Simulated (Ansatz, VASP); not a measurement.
# MgO in VASP and in Ansatz

INCAR

```
SYSTEM = MgO
PREC = Accurate
ENCUT = 600
EDIFF = 1E-6
ISMEAR = 0
SIGMA = 0.01
LREAL = .False.
LASPH = .True.
NELM = 120
ALGO = Normal
ISIF = 2
LWAVE = .False.
LCHARG = .False.
GGA = PE
NBANDS = 11
GGA_COMPAT = .False.
```

The input KPOINTS:

```
Automatic mesh
0
Gamma
  10 10 10
  0 0 0
```

The input POSCAR:

```
MgO
1.0
    0.0000000000      2.1050000000      2.1050000000
    2.1050000000      0.0000000000      2.1050000000
    2.1050000000      2.1050000000      0.0000000000
Mg O
1 1
Direct
    0.0000000000      0.0000000000      0.0000000000
    0.5000000000      0.5000000000      0.5000000000
```

Input for Ansatz:

```yaml
crystal:
  lattice:
    - [0.0, 2.105, 2.105]
    - [2.105, 0.0, 2.105]
    - [2.105, 2.105, 0.0]
  atoms:
    - { symbol: Mg, position: [0.0, 0.0, 0.0] }
    - { symbol: O, position: [0.5, 0.5, 0.5] }
scf:
  occupations: { method: fixed }
output:
  forces: true
  stress: true
  eigenvalues: true
hamiltonian:
  xc: pbe
basis:
  ecutwfc: 700
kpoints:
  mp_grid: { grid: [10, 10, 10] }
```

Alike in both runs: task single point; functional PBE; k mesh 10 × 10 × 10; no spin polarisation.

|  | VASP | Ansatz |
| --- | --- | --- |
| version | VASP 6.6.1 | Ansatz 0.2.0 |
| potentials or method | VASP PAW PBE potentials, release 64 (Mg, O), cutoff 600 eV | scalar-relativistic, plane waves, PAW |
| occupations | gaussian, width 0.01 eV | fixed |
| valence electrons in the cell | 8 | 16 |

VASP gave:

| Quantity | Value |
| --- | --- |
| gap on the k mesh at the Fermi level (eV) | 4.74 |
| least direct gap on the mesh (eV) | 4.74 |
| pressure (GPa) | 3.9 |

Question: Which values does Ansatz return?

Answer: gap on the k mesh at the Fermi level (eV): 4.76; least direct gap on the mesh (eV): 4.76; pressure (GPa): 5.0.

VASP's potentials hold 8 valence electrons a cell and Ansatz's 16, so a difference there can come from the potentials and not from the codes.
